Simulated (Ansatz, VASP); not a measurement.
BiTe: VASP beside Ansatz

```
Bi Te
1.0
     2.27986    1.31628    3.74603
    -2.27986    1.31628    3.74603
     0.00000   -2.63255    3.74603
Bi Te
1 1
Direct
  0.50000 0.50000 0.50000
  0.00000 0.00000 0.00000
```

Alike in both runs: task single point; functional PBE; k mesh 12 × 12 × 12; occupations gaussian, width 0.15 eV; no spin polarisation.

|  | VASP | Ansatz |
| --- | --- | --- |
| version | VASP 6.6.1 | Ansatz 0.2.0 |
| potentials or method | VASP PAW PBE potentials, release 64 (Bi_d, Te), cutoff 520 eV | scalar-relativistic, plane waves, PAW |
| valence electrons in the cell | 21 | 31 |

```csv
,VASP,Ansatz,Ansatz less VASP
gap on the k mesh at the Fermi level (eV),none,none,-
pressure (GPa),0.9,0.9,+0.07
```

A gap of «none» marks a metal or a gap that the smearing closes. With one functional, cell and mesh, what is left measures potentials, basis and numerics. VASP's potentials hold 21 valence electrons a cell and Ansatz's 31, so a difference there can come from the potentials and not from the codes.

Neither program's run includes spin-orbit coupling.
